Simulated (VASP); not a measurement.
# CuO (wurtzite type) (P6_3mc) in VASP: further runs

The runs below take CuO (wurtzite type) through single point, relaxation of cell and atoms, with PBE.

Program: VASP 6.6.1. These are calculated values, not measurements. Logs are shortened: lines on timing, memory, paths and dates and some standing lists are left out, and cuts for length are marked.

## Step 1: The cell of the first run

It takes space group P6_3mc (No. 186, hexagonal). Conventional cell: a = 3.148 Å, b = 3.148 Å, c = 5.386 Å, α = 90.00°, β = 90.00°, γ = 120.00°. Cu (site symmetry 3m) has 4 O at 1.93 to 1.97 Å within 2.6 Å. O (site symmetry 3m) has 4 Cu at 1.93 to 1.97 Å within 2.6 Å.

## Step 2: Single point, PBE

Input file INCAR:

```
PREC     = Accurate       # precision mode
ENCUT    = 520            # plane-wave cutoff, eV
EDIFF    = 1E-6           # SCF threshold, eV
ISMEAR   = -1             # smearing method
SIGMA    = 0.05           # smearing width, eV
LREAL    = F              # projectors in reciprocal space
LASPH    = T              # aspherical terms in the spheres
NELM     = 80             # most SCF steps
ALGO     = Normal         # electronic algorithm
ISIF     = 2              # what is computed and relaxed
LWAVE    = F              # write WAVECAR
LCHARG   = T              # write CHGCAR
GGA      = PE             # functional
LELF     = T              # ELF
LVHAR    = T            
NBANDS   = 25             # bands
```

Input file KPOINTS:

```
regular mesh
0
Gamma
  13 13 7
```

Input file POSCAR:

```
CuO
1.0
    3.1479437980      0.0000000000      0.0000000000
   -1.5739718990      2.7261992987      0.0000000000
    0.0000000000      0.0000000000      5.3860353229
Cu O
2 2
Direct
    0.3333333333      0.6666666667      0.0088223458
    0.6666666667      0.3333333333      0.5088223458
    0.3333333333      0.6666666667      0.3671776542
    0.6666666667      0.3333333333      0.8671776542
```

Potentials or basis: VASP PAW PBE potentials, release 64 (Cu, O).

Started as:

```console
cat potpaw_PBE.64/Cu/POTCAR potpaw_PBE.64/O/POTCAR > POTCAR
mpirun -np 1 vasp_std > vasp.out
```

OUTCAR:

```text
PREC = Accurate
   ENCUT = 520
   EDIFF = 1E-6
   ISMEAR = -1
   LREAL = F
   LASPH = T
   NELM = 80
   ISIF = 2
   GGA = PE

 ion  position               nearest neighbor table
   1  0.333  0.667  0.009-   3 1.93   4 1.97   4 1.97   4 1.97
   2  0.667  0.333  0.509-   4 1.93   3 1.97   3 1.97   3 1.97
   3  0.333  0.667  0.367-   1 1.93   2 1.97   2 1.97   2 1.97
   4  0.667  0.333  0.867-   2 1.93   1 1.97   1 1.97   1 1.97

  LATTYP: Found a hexagonal cell.
 ALAT       =     3.1479437980
 C/A-ratio  =     1.7109693402

  Lattice vectors:

 A1 = (   3.1479437980,   0.0000000000,   0.0000000000)
 A2 = (  -1.5739718990,   2.7261992987,   0.0000000000)
 A3 = (   0.0000000000,   0.0000000000,   5.3860353229)

Analysis of symmetry for initial positions (statically):
=====================================================================
 Subroutine PRICEL returns:
 Original cell was already a primitive cell.

 Routine SETGRP: Setting up the symmetry group for a
 hexagonal supercell.

 Subroutine GETGRP returns: Found 12 space group operations
 (whereof  6 operations were pure point group operations)
 out of a pool of 24 trial point group operations.

The static configuration has the point symmetry C_3v.
 The point group associated with its full space group is C_6v.

Analysis of symmetry for dynamics (positions and initial velocities):
=====================================================================
 Subroutine PRICEL returns:
 Original cell was already a primitive cell.

 Routine SETGRP: Setting up the symmetry group for a
 hexagonal supercell.

 Subroutine GETGRP returns: Found 12 space group operations
 (whereof  6 operations were pure point group operations)
 out of a pool of 24 trial point group operations.

The dynamic configuration has the point symmetry C_3v.
 The point group associated with its full space group is C_6v.

 Subroutine INISYM returns: Found 12 space group operations
 (whereof  6 operations are pure point group operations),
 and found     1 'primitive' translations

----------------------------------------------------------------------------------------

                                     Primitive cell

  volume of cell :      46.2225

[... 76 lines left out ...]
   total plane-waves  NPLWV =  23040
   dimension x,y,z NGX =    24 NGY =   24 NGZ =   40
   dimension x,y,z NGXF=    48 NGYF=   48 NGZF=   80
   ions per type =               2   2
   NGX,Y,Z   is equivalent  to a cutoff of  12.67, 12.67, 12.35 a.u.
   NGXF,Y,Z  is equivalent  to a cutoff of  25.35, 25.35, 24.69 a.u.
 SYSTEM =  unknown system
   PREC   = accura    normal or accurate (medium, high low for compatibility)
   ISTART =      0    job   : 0-new  1-cont  2-samecut
   ICHARG =      2    charge: 1-file 2-atom 10-const
   ISPIN  =      1    spin polarized calculation?
   LNONCOLLINEAR =      F non collinear calculations
   LSORBIT =      F    spin-orbit coupling
   LASPH  =      T    aspherical Exc in radial PAW
   ENCUT  =  520.0 eV  38.22 Ry    6.18 a.u.   5.85  5.85 10.01*2*pi/ulx,y,z
   NELM   =     80;   NELMIN=  2; NELMDL= -5     # of ELM steps
   EDIFF  = 0.1E-05   stopping-criterion for ELM
   LREAL  =      F    real-space projection
[... 7 lines left out ...]
   TEBEG  =    0.0;   TEEND  =   0.0 temperature during run
   PSTRESS=    0.0 pullay stress
   NELECT =      34.0000    total number of electrons
   NUPDOWN=      -1.0000    fix difference up-down
   EMIN   =  10.00;   EMAX   =-10.00  energy-range for DOS
   EFERMI =   0.00;   METHOD = LEGACY
   ISMEAR =    -1;   SIGMA  =   0.05  broadening in eV -4-tet -1-fermi 0-gaus
   EFERMI_NEDOS =   21; number of points for ismear=-14 and -15
   IALGO  =     38    algorithm
   IMIX   =      4    mixing-type and parameters
     AMIX     =   0.40;   BMIX     =  1.00
     AMIX_MAG =   1.60;   BMIX_MAG =  1.00
  volume/ion in A,a.u.               =      11.56        77.98
  Fermi-wavevector in a.u.,A,eV,Ry     =   1.477803  2.792643 29.713787  2.183902
  Thomas-Fermi vector in A             =   2.592162
   LORBIT       =      0    0 simple, 1 ext, 2 COOP (PROOUT), +10 PAW based schemes
   GGA     = PE    functional components
   LHFCALC =     F    Hartree Fock is set to
   AEXX    =    0.0000 exact exchange contribution
   IVDW    =     0    specifies the selected vdW correction
   LEPSILON=     F    determine dielectric tensor
   LRPA    =     F    only Hartree local field effects (RPA)
 non-spin polarized calculation
  energy-cutoff  :      520.00
  volume of cell :       46.22
 maximum number of plane-waves:      1275
 NGX is ok and might be reduce to    24
   NGX = 11   NGY = 11   NGZ = 21

 number of electron      33.9999986 magnetization

 Free energy of the ion-electron system (eV)
  ---------------------------------------------------
  ext. energy  EPLUGINS =         0.00000000
  ---------------------------------------------------
  free energy    TOTEN  =       -19.10995131 eV

  energy without entropy =      -19.06980991  energy(sigma->0) =      -19.08988061

 E-fermi :   4.0202     XC(G=0): -11.0478

 val. band max:        4.0165953128   @ k =   0.3077   0.0769   0.1429
 cond. band min:       4.0231936785   @ k =   0.1538   0.1538   0.4286
 fundamental gap:      0.0065983657
 Fermi energy:         4.0201795066

 k-point     1 :       0.0000    0.0000    0.0000
  band No.  band energies     occupation
      1     -14.8634      2.00000
      2     -14.2467      2.00000
      3      -2.1397      2.00000
      4      -1.0488      2.00000
      5      -0.6820      2.00000
      6      -0.6820      2.00000
[... 661 lines left out ...]
     24      18.0212      0.00000
     25      18.4784      0.00000

 [... further k-points ...]
[... 5 lines left out ...]
  --------------------------------------------------------------------------------------
  -------------------------------------------------------------------------------------
  Total        0.1690083      0.1690083      0.2185858      0.0000000      0.0000000      0.0000000
  in kB        5.8582103      5.8582103      7.5766759      0.0000000      0.0000000      0.0000000
  external PRESSURE =       6.4310321 kB  Pullay stress =       0.0000000 kB

 VOLUME and BASIS-vectors are now :
 -----------------------------------------------------------------------------
  energy-cutoff  :      520.00
  volume of cell :       46.22
      direct lattice vectors                 reciprocal lattice vectors
     3.147943798  0.000000000  0.000000000     0.317667679  0.183405520  0.000000000
    -1.573971899  2.726199299  0.000000000     0.000000000  0.366811040  0.000000000
     0.000000000  0.000000000  5.386035323     0.000000000  0.000000000  0.185665325

 POSITION                                       TOTAL-FORCE (eV/Angst)
 -----------------------------------------------------------------------------------
     -0.00000      1.81747      0.04752         0.000000      0.000000     -0.008061
      1.57397      0.90873      2.74054        -0.000000     -0.000000     -0.008061
     -0.00000      1.81747      1.97763         0.000000     -0.000000      0.008061
      1.57397      0.90873      4.67065        -0.000000      0.000000      0.008061
 -----------------------------------------------------------------------------------
    total drift:                                0.000000      0.000001     -0.000725

  FREE ENERGIE OF THE ION-ELECTRON SYSTEM (eV)
  ---------------------------------------------------
  free  energy   TOTEN  =       -19.1099513123 eV

  energy  without entropy=      -19.0698099065  energy(sigma->0) =      -19.08988061
```

It took 83 s on 1 thread of Intel Xeon Platinum 8259CL at 2.50GHz (Skylake/Cascade Lake), shared host; peak memory 0.21 GiB.

What came out:

| Item | Value |
| --- | --- |
| Free energy | -19.1100 eV |
| Pressure | 0.6 GPa |
| Largest force | 0.008 eV/Å |
| Band gap on the k mesh | zero (band 17 reaches 4.79 eV, above the bottom of band 18 at 3.54 eV) |

Forces in eV/Å, atoms in the order of the input:
```
Cu   0.000  0.000 -0.008
Cu   0.000  0.000 -0.008
O    0.000  0.000  0.008
O    0.000  0.000  0.008
```

Stress tensor (GPa, compression positive):
```
0.59 0.00 0.00
0.00 0.59 0.00
0.00 0.00 0.76
```

Caveat: semilocal functionals often make such compounds metallic where correlation or magnetic order opens a gap, which also shifts bond lengths.

## Step 3: Relaxation of cell and atoms, PBE

This run uses another cell than the first one, of 11.12 Å³/atom, 0.963 times its volume.

Input file INCAR:

```
SYSTEM = CuO
PREC = Accurate
ENCUT = 600
EDIFF = 1E-7
ISMEAR = -1
SIGMA = 0.05
LREAL = .FALSE.
LASPH = .TRUE.
NELM = 80
ALGO = Normal
ISIF = 3
LWAVE = .FALSE.
LCHARG = .FALSE.
GGA = PE
IBRION = 2
NSW = 100
EDIFFG = -0.005
```

Input file KPOINTS:

```
Automatic mesh
0
G
  13 13 7
  0 0 0
```

Input file POSCAR:

```
CuO
1.0
    3.1588556782      0.0000000000      0.0000000000
   -1.5794278391      2.7356492642      0.0000000000
    0.0000000000      0.0000000000      5.1489347554
Cu O
2 2
Direct
    0.3333333333      0.6666666667      0.0000000000
    0.6666666667      0.3333333333      0.5000000000
    0.3333333333      0.6666666667      0.3760000000
    0.6666666667      0.3333333333      0.8760000000
```

Potentials or basis: VASP PAW PBE potentials, release 64 (Cu, O).

Started as:

```console
cat potpaw_PBE.64/Cu/POTCAR potpaw_PBE.64/O/POTCAR > POTCAR
mpirun -np 1 vasp_std > vasp.out
```

Wall time 6.3 min (1 thread of Intel Xeon 6975P-C (Granite Rapids), shared host); peak memory 0.23 GiB.

Results (log left out):

- Free energy: -19.1116 eV
- Relaxed volume: 11.61 Å³/atom
- Relaxed cell: a = 3.153 Å, b = 3.153 Å, c = 5.392 Å, α = 90.00°, β = 90.00°, γ = 120.00°
- Space group after relaxing (to 0.05 Å): P6_3mc (No. 186)
- Energy gained by relaxing: 17.3 meV/atom
- Ionic steps: 11
- Pressure after relaxing: 0.0 GPa
- Band gap on the k mesh: zero (band 17 reaches 4.73 eV, above the bottom of band 18 at 3.49 eV)

The path:
| step | energy change (eV) | largest force (eV/Å) | pressure (GPa) | volume (Å³) |
| --- | --- | --- | --- | --- |
| 1 | 0.0000 | 0.1278 | 7.32 | 44.49 |
| 2 | -0.0425 | 0.0952 | -3.13 | 47.85 |
| 3 | -0.0525 | 0.1062 | -0.26 | 46.78 |
| 4 | -0.0564 | 0.1020 | -0.24 | 46.75 |
| 5 | -0.0649 | 0.0859 | -0.22 | 46.65 |
| 6 | -0.0669 | 0.0219 | -0.32 | 46.41 |
| 7 | -0.0687 | 0.0530 | -0.24 | 46.52 |
| 8 | -0.0683 | 0.0628 | 0.56 | 46.24 |
| 9 | -0.0693 | 0.0045 | 0.11 | 46.39 |
| 10 | -0.0693 | 0.0073 | -0.14 | 46.48 |
| 11 | -0.0694 | 0.0004 | 0.02 | 46.43 |

Final structure:
```yaml
crystal:
  lattice:
    - [3.15316, 0.00000, 0.00000]
    - [-1.57658, 2.73072, 0.00000]
    - [0.00000, 0.00000, 5.39177]
  atoms:
    - { symbol: Cu, position: [0.33333, 0.66667, 0.00858] }
    - { symbol: Cu, position: [0.66667, 0.33333, 0.50858] }
    - { symbol: O, position: [0.33333, 0.66667, 0.36742] }
    - { symbol: O, position: [0.66667, 0.33333, 0.86742] }
```

Levels at points of the mesh, in eV from the Fermi level:
| k point | band 13 | band 14 | band 15 | band 16 | band 17 | band 18 | band 19 | band 20 | band 21 |
| --- | --- | --- | --- | --- | --- | --- | --- | --- | --- |
| (0.00, 0.00, 0.00) | -1.88 | -0.13 | -0.13 | 0.66 | 0.76 | 0.76 | 1.12 | 6.14 | 7.73 |

Caveat: semilocal functionals often make such compounds metallic where correlation or magnetic order opens a gap, which also shifts bond lengths. With open d or f shells a metallic result of PBE can be an artefact of self-interaction; +U or a hybrid may open a gap.
